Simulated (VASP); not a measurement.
# Ir (Fm-3m) in VASP: notebook

Ir is run at these levels: r2SCAN; tasks: single point.

Everything below comes from runs of VASP 6.6.1. Logs are shortened: lines on timing, memory, paths and dates and some standing lists are left out, and cuts for length are marked.

**1. The cell of the first run**

It takes space group Fm-3m (No. 225, cubic). Conventional cell: a = 3.843 Å, b = 3.843 Å, c = 3.843 Å, α = 90.00°, β = 90.00°, γ = 90.00°. Within 3.6 Å of Ir (site symmetry m-3m) lie 12 Ir at 2.72 Å.

**2. Single point, r2SCAN**

POSCAR reads:

```
Ir
1.0
    0.0000000000      1.9213953145      1.9213953145
    1.9213953145      0.0000000000      1.9213953145
    1.9213953145      1.9213953145      0.0000000000
Ir
1
Direct
    0.0000000000      0.0000000000      0.0000000000
```

INCAR.step1 reads:

```
SYSTEM = Ir
  ALGO = Normal
  EDIFF = 1E-5
  ENCUT = 550
  GGA = PE
  GGA_COMPAT = .False.
  ISMEAR = -1
  LASPH = .True.
  LCHARG = .False.
  LREAL = .False.
  LWAVE = .True.
  NBANDS = 14
  NELM = 120
  PREC = Accurate
  SIGMA = 0.05
```

INCAR.step2 reads:

```
SYSTEM = Ir
  ALGO = Normal
  EDIFF = 1E-6
  ENCUT = 550
  GGA_COMPAT = .False.
  ISIF = 2
  ISMEAR = -1
  ISTART = 1
  LASPH = .True.
  LCHARG = .False.
  LMIXTAU = .True.
  LREAL = .False.
  LWAVE = .False.
  METAGGA = R2SCAN
  NBANDS = 14
  NELM = 120
  PREC = Accurate
  SIGMA = 0.05
```

KPOINTS reads:

```
k-points
0
Gamma
  12 12 12
  0 0 0
```

Potentials or basis: VASP PAW PBE potentials, release 64 (Ir_sv_GW).

Launch:

```bash
> cat potpaw_PBE.64/Ir_sv_GW/POTCAR > POTCAR
> cp INCAR.step1 INCAR
> mpirun -np 1 vasp_std > vasp.out
> cp INCAR.step2 INCAR
> mpirun -np 1 vasp_std > vasp.out
```

OUTCAR:

```text
SYSTEM = Ir
   EDIFF = 1E-6
   ENCUT = 550
   ISIF = 2
   ISMEAR = -1
   ISTART = 1
   LASPH = .True.
   LREAL = .False.
   METAGGA = R2SCAN
   NELM = 120
   PREC = Accurate

 ion  position               nearest neighbor table
   1  0.000  0.000  0.000-

  LATTYP: Found a face centered cubic cell.
 ALAT       =     3.8427906290

  Lattice vectors:

 A1 = (   0.0000000000,   1.9213953145,   1.9213953145)
 A2 = (   1.9213953145,   0.0000000000,   1.9213953145)
 A3 = (   1.9213953145,   1.9213953145,   0.0000000000)

Analysis of symmetry for initial positions (statically):
[... 5 lines left out ...]
 face centered cubic supercell.

 Subroutine GETGRP returns: Found 48 space group operations
 (whereof 48 operations were pure point group operations)
 out of a pool of 48 trial point group operations.

The static configuration has the point symmetry O_h .

Analysis of symmetry for dynamics (positions and initial velocities):
[... 5 lines left out ...]
 face centered cubic supercell.

 Subroutine GETGRP returns: Found 48 space group operations
 (whereof 48 operations were pure point group operations)
 out of a pool of 48 trial point group operations.

The dynamic configuration has the point symmetry O_h .

 Subroutine INISYM returns: Found 48 space group operations
 (whereof 48 operations are pure point group operations),
 and found     1 'primitive' translations

----------------------------------------------------------------------------------------

                                     Primitive cell

  volume of cell :      14.1867

  direct lattice vectors                    reciprocal lattice vectors
     0.000000000  1.921395315  1.921395315    -0.260227552  0.260227552  0.260227552
     1.921395315  0.000000000  1.921395315     0.260227552 -0.260227552  0.260227552
     1.921395315  1.921395315  0.000000000     0.260227552  0.260227552 -0.260227552

  length of vectors
     2.717263312  2.717263312  2.717263312     0.450727342  0.450727342  0.450727342

  position of ions in fractional coordinates (direct lattice)
     0.000000000  0.000000000  0.000000000

  ion indices of the primitive-cell ions
   primitive index   ion index
                 1           1

----------------------------------------------------------------------------------------

 KPOINTS: k-points

Automatic generation of k-mesh.
 Grid dimensions read from file:
 generate k-points for:   12   12   12

 Generating k-lattice:

  Cartesian coordinates                     Fractional coordinates (reciprocal lattice)
    -0.021685629  0.021685629  0.021685629     0.083333333  0.000000000  0.000000000
     0.021685629 -0.021685629  0.021685629     0.000000000  0.083333333  0.000000000
     0.021685629  0.021685629 -0.021685629     0.000000000  0.000000000  0.083333333

  Length of vectors
     0.037560612  0.037560612  0.037560612

  Shift w.r.t. Gamma in fractional coordinates (k-lattice)
     0.000000000  0.000000000  0.000000000

 Subroutine IBZKPT returns following result:
 ===========================================

 Found     72 irreducible k-points:

 Following reciprocal coordinates:
            Coordinates               Weight
  0.000000  0.000000  0.000000      1.000000
  0.083333  0.000000  0.000000      8.000000
  0.166667  0.000000  0.000000      8.000000
  0.250000  0.000000  0.000000      8.000000
  0.333333  0.000000  0.000000      8.000000
  0.416667  0.000000  0.000000      8.000000
[... 16 lines left out ...]
  0.500000  0.166667  0.000000     24.000000
 -0.416667  0.166667  0.000000     24.000000
 [... further k-points ...]
   k-points           NKPTS =     72   k-points in BZ     NKDIM =     72   number of bands    NBANDS=     14
   number of dos      NEDOS =    301   number of ions     NIONS =      1
   total plane-waves  NPLWV =  13824
   dimension x,y,z NGX =    24 NGY =   24 NGZ =   24
   dimension x,y,z NGXF=    48 NGYF=   48 NGZF=   48
   ions per type =               1
   NGX,Y,Z   is equivalent  to a cutoff of  14.68, 14.68, 14.68 a.u.
   NGXF,Y,Z  is equivalent  to a cutoff of  29.37, 29.37, 29.37 a.u.
 SYSTEM =  Ir
   PREC   = accura    normal or accurate (medium, high low for compatibility)
   ISTART =      1    job   : 0-new  1-cont  2-samecut
   ICHARG =      0    charge: 1-file 2-atom 10-const
   ISPIN  =      1    spin polarized calculation?
   LNONCOLLINEAR =      F non collinear calculations
   LSORBIT =      F    spin-orbit coupling
   LASPH  =      T    aspherical Exc in radial PAW
   ENCUT  =  550.0 eV  40.42 Ry    6.36 a.u.   5.20  5.20  5.20*2*pi/ulx,y,z
   NELM   =    120;   NELMIN=  2; NELMDL=  0     # of ELM steps
   EDIFF  = 0.1E-05   stopping-criterion for ELM
   LREAL  =      F    real-space projection
   EDIFFG = 0.1E-04   stopping-criterion for IOM
   NSW    =      0    number of steps for IOM
   IBRION =     -1    ionic relax: 0-MD 1-quasi-New 2-CG
   NFREE  =      0    steps in history (QN), initial steepest desc. (CG)
   ISIF   =      2    stress and relaxation
   ISYM   =      2    0-nonsym 1-usesym 2-fastsym
   POTIM  = 0.5000    time-step for ionic-motion
   TEBEG  =    0.0;   TEEND  =   0.0 temperature during run
   PSTRESS=    0.0 pullay stress
   NELECT =      17.0000    total number of electrons
   NUPDOWN=      -1.0000    fix difference up-down
   EMIN   =  10.00;   EMAX   =-10.00  energy-range for DOS
[... 5 lines left out ...]
     AMIX     =   0.40;   BMIX     =  1.00
     AMIX_MAG =   1.60;   BMIX_MAG =  1.00
  volume/ion in A,a.u.               =      14.19        95.74
  Fermi-wavevector in a.u.,A,eV,Ry     =   1.738859  3.285967 41.139001  3.023631
  Thomas-Fermi vector in A             =   2.811811
   LORBIT       =      0    0 simple, 1 ext, 2 COOP (PROOUT), +10 PAW based schemes
   METAGGA = R2SCAN    functional components
   LHFCALC =     F    Hartree Fock is set to
   AEXX    =    0.0000 exact exchange contribution
   IVDW    =     0    specifies the selected vdW correction
   LEPSILON=     F    determine dielectric tensor
   LRPA    =     F    only Hartree local field effects (RPA)
 non-spin polarized calculation
  energy-cutoff  :      550.00
  volume of cell :       14.19
 maximum number of plane-waves:       432
 NGX is ok and might be reduce to    24
   NGX = 11   NGY = 11   NGZ = 11

 number of electron      17.0000000 magnetization

 Free energy of the ion-electron system (eV)
  ---------------------------------------------------
  ext. energy  EPLUGINS =         0.00000000
  ---------------------------------------------------
  free energy    TOTEN  =       -52.92349443 eV

  energy without entropy =      -52.91886056  energy(sigma->0) =      -52.92117749

 E-fermi :  12.6345     XC(G=0): -15.8805

 val. band max:       12.6305328631   @ k =  -0.2500   0.0833   0.0000
 cond. band min:      12.6555434481   @ k =  -0.3333   0.3333   0.0000
 fundamental gap:      0.0250105851
 Fermi energy:        12.6345064881

 k-point     1 :       0.0000    0.0000    0.0000
  band No.  band energies     occupation
      1     -82.4330      2.00000
      2     -38.2407      2.00000
      3     -38.2407      2.00000
      4     -38.2407      2.00000
      5       1.1395      2.00000
      6       8.6252      2.00000
      7       8.6252      2.00000
      8       8.6252      2.00000
      9      11.3236      2.00000
     10      11.3236      2.00000
     11      26.8877      0.00000
     12      32.6648      0.00000
     13      32.6648      0.00000
     14      32.6648      0.00000

 k-point     2 :       0.0833    0.0000    0.0000
  band No.  band energies     occupation
      1     -82.4281      2.00000
      2     -38.2989      2.00000
      3     -38.2486      2.00000
      4     -38.2486      2.00000
      5       1.4603      2.00000
      6       8.4572      2.00000
      7       8.7589      2.00000
      8       8.7589      2.00000
      9      11.2402      2.00000
     10      11.2402      2.00000
     11      27.4355      0.00000
     12      31.3943      0.00000
     13      33.1987      0.00000
     14      33.1987      0.00000

 k-point     3 :       0.1667    0.0000    0.0000
  band No.  band energies     occupation
      1     -82.4146      2.00000
      2     -38.4562      2.00000
      3     -38.2702      2.00000
      4     -38.2702      2.00000
      5       2.3378      2.00000
      6       8.1208      2.00000
      7       9.0259      2.00000
      8       9.0259      2.00000
      9      11.1655      2.00000
     10      11.1655      2.00000
     11      28.6342      0.00000
     12      29.3164      0.00000
     13      34.7067      0.00000
     14      34.7067      0.00000

 k-point     4 :       0.2500    0.0000    0.0000
  band No.  band energies     occupation
      1     -82.3964      2.00000
      2     -38.6682      2.00000
      3     -38.2996      2.00000
      4     -38.2996      2.00000
      5       3.4354      2.00000
      6       8.0950      2.00000
      7       9.0591      2.00000
      8       9.0591      2.00000
      9      11.5330      2.00000
     10      11.5330      2.00000
     11      26.8571      0.00000
     12      29.6145      0.00000
     13      36.8624      0.00000
     14      36.8625      0.00000

 k-point     5 :       0.3333    0.0000    0.0000
  band No.  band energies     occupation
      1     -82.3785      2.00000
      2     -38.8758      2.00000
      3     -38.3295      2.00000
      4     -38.3295      2.00000
      5       4.1165      2.00000
      6       8.8143      2.00000
      7       8.8143      2.00000
      8       9.0453      2.00000
      9      12.3640      1.99109
     10      12.3640      1.99109
     11      24.3993      0.00000
     12      28.3505      0.00000
     13      35.6463      0.00000
     14      35.6463      0.00000

 k-point     6 :       0.4167    0.0000    0.0000
  band No.  band energies     occupation
      1     -82.3649      2.00000
      2     -39.0248      2.00000
      3     -38.3507      2.00000
      4     -38.3507      2.00000
      5       4.2492      2.00000
      6       8.5687      2.00000
      7       8.5687      2.00000
      8      10.8304      2.00000
      9      13.1910      0.00003
     10      13.1910      0.00003
     11      21.7043      0.00000
     12      27.0628      0.00000
     13      33.4364      0.00000
     14      33.4364      0.00000

 k-point     7 :       0.5000    0.0000    0.0000
  band No.  band energies     occupation
      1     -82.3597      2.00000
      2     -39.0780      2.00000
      3     -38.3584      2.00000
      4     -38.3584      2.00000
      5       4.2399      2.00000
      6       8.4736      2.00000
      7       8.4736      2.00000
      8      11.9180      2.00000
      9      13.5406      0.00000
     10      13.5406      0.00000
     11      20.2826      0.00000
     12      26.6403      0.00000
     13      32.6177      0.00000
     14      32.6177      0.00000
[... 205 lines left out ...]
 k-point    20 :       0.2500    0.1667    0.0000
  band No.  band energies     occupation
      1     -82.3950      2.00000
      2     -38.5861      2.00000
      3     -38.3556      2.00000
      4     -38.3501      2.00000
      5       3.6675      2.00000
      6       7.0956      2.00000
      7       9.2748      2.00000
      8       9.9444      2.00000
      9      10.5720      2.00000
     10      12.1186      1.99993
     11      29.6003      0.00000
     12      30.9382      0.00000
     13      32.7665      0.00000
     14      33.4280      0.00000

 k-point    21 :       0.3333    0.1667    0.0000
  band No.  band energies     occupation
      1     -82.3785      2.00000
      2     -38.7574      2.00000
      3     -38.3897      2.00000
      4     -38.3876      2.00000
      5       4.6398      2.00000
      6       7.0585      2.00000
      7       8.6429      2.00000
      8       9.9442      2.00000
      9      11.9587      2.00000
     10      12.7690      0.12722
     11      26.9223      0.00000
     12      30.5054      0.00000
     13      32.2308      0.00000
     14      33.9284      0.00000

 k-point    22 :       0.4167    0.1667    0.0000
  band No.  band energies     occupation
      1     -82.3636      2.00000
      2     -38.9069      2.00000
      3     -38.4386      2.00000
      4     -38.4066      2.00000
      5       5.0745      2.00000
      6       7.6560      2.00000
      7       8.3631      2.00000
      8       9.6928      2.00000
      9      13.4445      0.00000
     10      13.8406      0.00000
     11      23.5761      0.00000
     12      29.1777      0.00000
     13      31.4287      0.00000
     14      33.6372      0.00000

 k-point    23 :       0.5000    0.1667    0.0000
  band No.  band energies     occupation
      1     -82.3537      2.00000
      2     -38.9949      2.00000
      3     -38.4834      2.00000
      4     -38.4067      2.00000
      5       5.1468      2.00000
      6       7.6713      2.00000
      7       9.2066      2.00000
      8       9.4390      2.00000
      9      13.6235      0.00000
     10      15.9537      0.00000
     11      20.5718      0.00000
     12      28.4318      0.00000
     13      31.3563      0.00000
     14      31.9630      0.00000

 k-point    24 :      -0.4167    0.1667    0.0000
  band No.  band energies     occupation
      1     -82.3526      2.00000
      2     -39.0020      2.00000
      3     -38.5117      2.00000
      4     -38.3895      2.00000
      5       5.2181      2.00000
      6       7.6976      2.00000
      7       9.3186      2.00000
      8       9.5604      2.00000
      9      13.0842      0.00025
     10      16.5759      0.00000
     11      20.2409      0.00000
     12      28.2754      0.00000
     13      30.5767      0.00000
     14      32.6057      0.00000

 [... further k-points ...]
[... 5 lines left out ...]
  --------------------------------------------------------------------------------------
  -------------------------------------------------------------------------------------
  Total       -0.1914199     -0.1914199     -0.1914199      0.0000000      0.0000000      0.0000000
  in kB      -21.6180944    -21.6180944    -21.6180944      0.0000000      0.0000000      0.0000000
  external PRESSURE =     -21.6180944 kB  Pullay stress =       0.0000000 kB

 VOLUME and BASIS-vectors are now :
 -----------------------------------------------------------------------------
  energy-cutoff  :      550.00
  volume of cell :       14.19
      direct lattice vectors                 reciprocal lattice vectors
     0.000000000  1.921395315  1.921395315    -0.260227552  0.260227552  0.260227552
     1.921395315  0.000000000  1.921395315     0.260227552 -0.260227552  0.260227552
     1.921395315  1.921395315  0.000000000     0.260227552  0.260227552 -0.260227552

 POSITION                                       TOTAL-FORCE (eV/Angst)
 -----------------------------------------------------------------------------------
      0.00000      0.00000      0.00000         0.000000      0.000000      0.000000
 -----------------------------------------------------------------------------------
    total drift:                                0.000000     -0.000000      0.000000

  FREE ENERGIE OF THE ION-ELECTRON SYSTEM (eV)
  ---------------------------------------------------
  free  energy   TOTEN  =       -52.9234944254 eV

  energy  without entropy=      -52.9188605645  energy(sigma->0) =      -52.92117749
```

It took 60 s on 1 thread of AMD EPYC 9R14 (Zen 4), shared host; peak memory 0.13 GiB.

What came out:

```yaml
Free_energy: -52.9235 eV
Pressure: -2.2 GPa
```

Caveat: the PAW data sets were made with another functional, which shifts forces and pressure a little; spin-orbit coupling is left out, which moves the levels of the heavy elements.

**3. Single point, r2SCAN**

This run uses another cell than the first one, of 14.06 Å³/atom, 0.991 times its volume.

POSCAR reads:

```
Ir
1.0
    0.0000000000      1.9156000000      1.9156000000
    1.9156000000      0.0000000000      1.9156000000
    1.9156000000      1.9156000000      0.0000000000
Ir
1
Direct
    0.0000000000      0.0000000000      0.0000000000
```

INCAR.step1 reads:

```
SYSTEM = Ir
PREC = Accurate ; ENCUT = 520
ISMEAR = 0 ; SIGMA = 0.1
LREAL = .False. ; LASPH = .True.
NELM = 100 ; NBANDS = 10
GGA = PE ; ALGO = Normal
EDIFF = 1E-4 ; LWAVE = .True.
LCHARG = .False.
```

INCAR.step2 reads:

```
SYSTEM = Ir
PREC = Accurate ; ENCUT = 520
EDIFF = 1E-6 ; ISMEAR = 0
SIGMA = 0.1 ; LREAL = .False.
LASPH = .True. ; NELM = 100
ALGO = Normal ; ISIF = 2
LWAVE = .False. ; LCHARG = .False.
METAGGA = R2SCAN ; LMIXTAU = .True.
NBANDS = 10 ; ISTART = 1
```

KPOINTS reads:

```
regular mesh
0
Gamma
  10 10 10
  0 0 0
```

Potentials or basis: VASP PAW PBE potentials, release 64 (Ir).

Launch:

```bash
> cat potpaw_PBE.64/Ir/POTCAR > POTCAR
> cp INCAR.step1 INCAR
> mpirun -np 1 vasp_std > vasp.out
> cp INCAR.step2 INCAR
> mpirun -np 1 vasp_std > vasp.out
```

Wall time 38 s (1 thread of Intel Xeon 8259CL, shared host); peak memory 0.13 GiB.

Results (log left out):

```
Free energy : -52.3727 eV
Pressure    : 6.6 GPa
```

Levels at points of the mesh, in eV from the Fermi level:
```tsv
k point	band 2	band 3	band 4	band 5	band 6	band 7
(0.00, 0.00, 0.00)	-4.12	-4.12	-4.12	-1.39	-1.39	14.99
(0.50, 0.00, 0.00)	-4.28	-4.28	-0.80	0.86	0.86	7.65
(0.50, 0.50, 0.00)	-7.78	0.76	1.51	1.51	1.69	11.08
```

Caveat: the PAW data sets were made with another functional, which shifts forces and pressure a little; spin-orbit coupling is left out, which moves the levels of the heavy elements.
